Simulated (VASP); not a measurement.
Here is a VASP 6.6.1 calculation.

Contents of INCAR:

```
PREC     = Accurate       # precision mode
ENCUT    = 520            # plane-wave cutoff, eV
EDIFF    = 1E-7           # SCF threshold, eV
ISMEAR   = -1             # smearing method
SIGMA    = 0.03           # smearing width, eV
LREAL    = F              # projectors in reciprocal space
LASPH    = T              # aspherical terms in the spheres
NELM     = 100            # most SCF steps
ALGO     = Normal         # electronic algorithm
ISIF     = 2              # what is computed and relaxed
LWAVE    = F              # write WAVECAR
LCHARG   = F              # write CHGCAR
GGA      = PS             # functional
NBANDS   = 42             # bands
```

Contents of KPOINTS:

```
regular mesh
0
Gamma
  6 6 6
```

File POSCAR:

```
CdRh2S4
1.0
    1.7469825627      1.0086208528     11.1410864763
   -1.7469825627      1.0086208528     11.1410864763
    0.0000000000     -2.0172417057     11.1410864763
Cd Rh S
1 2 4
Direct
    0.5702805670      0.5702805670      0.5702805670
    0.4287590378      0.4287590378      0.4287590378
    1.0037213470      1.0037213470      1.0037213470
    0.8605497932      0.8605497932      0.8605497932
    0.1285949301      0.1285949301      0.1285949301
    0.7084337180      0.7084337180      0.7084337180
    0.2996596069      0.2996596069      0.2996596069
```

Potentials or basis: VASP PAW PBE potentials, release 64 (Cd, Rh_pv, S).

Run with:

```sh
$ cat potpaw_PBE.64/Cd/POTCAR potpaw_PBE.64/Rh_pv/POTCAR potpaw_PBE.64/S/POTCAR > POTCAR
$ mpirun -np 1 vasp_std > vasp.out
```

**Question.** Predict the largest force.

**Answer.** 0.072 eV/Å.

**Question.** Predict the pressure.

**Answer.** 0.2 GPa.

**Question.** Estimate the band gap on the k mesh.

**Answer.** Zero (band 33 reaches 7.16 eV, above the bottom of band 34 at 6.73 eV).

Forces in eV/Å, atoms in the order of the input:
```
Cd   0.000  0.000  0.048
Rh   0.000  0.000  0.004
Rh   0.000  0.000 -0.001
S    0.000  0.000 -0.072
S    0.000  0.000 -0.001
S    0.000  0.000 -0.005
S    0.000  0.000  0.027
```

Caveat: the PAW data sets were made with another functional, which shifts forces and pressure a little.
